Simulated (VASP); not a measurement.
Here is a VASP 6.6.1 calculation.

The input INCAR:

```
PREC = Accurate ; ENCUT = 520
EDIFF = 1E-7 ; ISMEAR = 0
SIGMA = 0.1 ; LREAL = False
LASPH = True ; NELM = 60
ALGO = Normal ; ISIF = 2
LWAVE = False ; LCHARG = True
LDIPOL = True ; IDIPOL = 3
DIPOL = 0.5 0.5 0.288 ; GGA = PE
IVDW = 12 ; LELF = True
LVHAR = True ; LVACPOTAV = True
NBANDS = 20
```

File KPOINTS:

```
Automatic mesh
0
Gamma
  12 12 1
```

File POSCAR:

```
Te
1.0
    4.8980769822      0.0000000000      0.0000000000
   -2.4490384911      4.2418590963      0.0000000000
    0.0000000000      0.0000000000     36.4924940800
Te
4
Direct
    0.6666666667      0.3333333333      0.2332370436
    0.3333333333      0.6666666667      0.2117158738
    0.6666666667      0.3333333333      0.3422237609
    0.3333333333      0.6666666667      0.3637449307
```

Potentials or basis: VASP PAW PBE potentials, release 64 (Te).

Run with:

```console
$ cat potpaw_PBE.64/Te/POTCAR > POTCAR
$ mpirun -np 1 vasp_std > vasp.out
```

(1) Estimate the dispersion energy per atom.

(2) What does it give for the band gap on the k mesh?

(3) Estimate the work function of the lower face.

(4) What does it give for the largest force?

Answers

(1) -0.211 eV.

(2) zero (bands 12 and 13 overlap by 0.40 eV).

(3) 4.65 eV.

(4) 0.122 eV/Å.

Caveat: spin-orbit coupling is left out, which moves the levels of the heavy elements.
